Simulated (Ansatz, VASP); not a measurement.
# LiNbO3 in VASP and in Ansatz

File INCAR:

```
  ALGO = Normal
  EDIFF = 1E-6
  ENCUT = 520
  GGA = PE
  ISIF = 2
  ISMEAR = 0
  LASPH = True
  LCHARG = False
  LREAL = False
  LWAVE = False
  NBANDS = 45
  NELM = 80
  PREC = Accurate
  SIGMA = 0.02
```

File KPOINTS:

```
k-points
0
Gamma
  6 6 6
```

The input POSCAR:

```
LiNbO3
1.0
    2.5947509582      1.4980801642      4.6714922516
   -2.5947509582      1.4980801642      4.6714922516
    0.0000000000     -2.9961603283      4.6714922516
Li Nb O
2 2 6
Direct
    0.2816005589      0.2816005589      0.2816005589
    0.7816005589      0.7816005589      0.7816005589
    0.0004548850      0.0004548850      0.0004548850
    0.5004548850      0.5004548850      0.5004548850
    0.1104436164      0.3581702929      0.7211456467
    0.7211456467      0.1104436164      0.3581702929
    0.3581702929      0.7211456467      0.1104436164
    0.2211456467      0.8581702929      0.6104436164
    0.8581702929      0.6104436164      0.2211456467
    0.6104436164      0.2211456467      0.8581702929
```

Input for Ansatz:

```yaml
crystal:
  lattice:
    - [2.5947509056, 1.4980801338, 4.6714922736]
    - [-2.5947509056, 1.4980801338, 4.6714922736]
    - [0.0, -2.9961602677, 4.6714922736]
  atoms:
    - { symbol: Li, position: [0.2816005463, 0.2816005463, 0.2816005463] }
    - { symbol: Li, position: [0.7816005463, 0.7816005463, 0.7816005463] }
    - { symbol: Nb, position: [0.0004548847, 0.0004548847, 0.0004548847] }
    - { symbol: Nb, position: [0.5004548847, 0.5004548847, 0.5004548847] }
    - { symbol: O, position: [0.1104435973, 0.3581703174, 0.7211456543] }
    - { symbol: O, position: [0.7211456543, 0.1104435973, 0.3581703174] }
    - { symbol: O, position: [0.3581703174, 0.7211456543, 0.1104435973] }
    - { symbol: O, position: [0.2211456543, 0.8581703174, 0.6104435973] }
    - { symbol: O, position: [0.8581703174, 0.6104435973, 0.2211456543] }
    - { symbol: O, position: [0.6104435973, 0.2211456543, 0.8581703174] }
basis:
  ecutwfc: 420
kpoints:
  mp_grid: { grid: [6, 6, 6] }
  band_path: { path: [VBM, CBM], npoints: 2 }
hamiltonian:
  xc: pbe
scf:
  occupations: { method: gaussian, width: 0.02 }
output:
  forces: true
  stress: true
  eigenvalues: true
```

Alike in both runs: task single point; functional PBE; k mesh 6 × 6 × 6; occupations gaussian, width 0.02 eV; no spin polarisation.

|  | VASP | Ansatz |
| --- | --- | --- |
| version | VASP 6.6.1 | Ansatz 0.2.0 |
| potentials or method | VASP PAW PBE potentials, release 64 (Li_sv, Nb_sv, O), cutoff 520 eV | scalar-relativistic, plane waves, PAW |
| valence electrons in the cell | 68 | 68 |

VASP gave:

| Property | Result |
| --- | --- |
| gap on the k mesh at the Fermi level (eV) | 3.56 |
| least direct gap on the mesh (eV) | 3.57 |

Question: Which values does Ansatz return?

Answer: gap on the k mesh at the Fermi level (eV): 3.57; least direct gap on the mesh (eV): 3.59.

Noted on VASP's run: the cutoff is short for stress, so the pressure is rough.
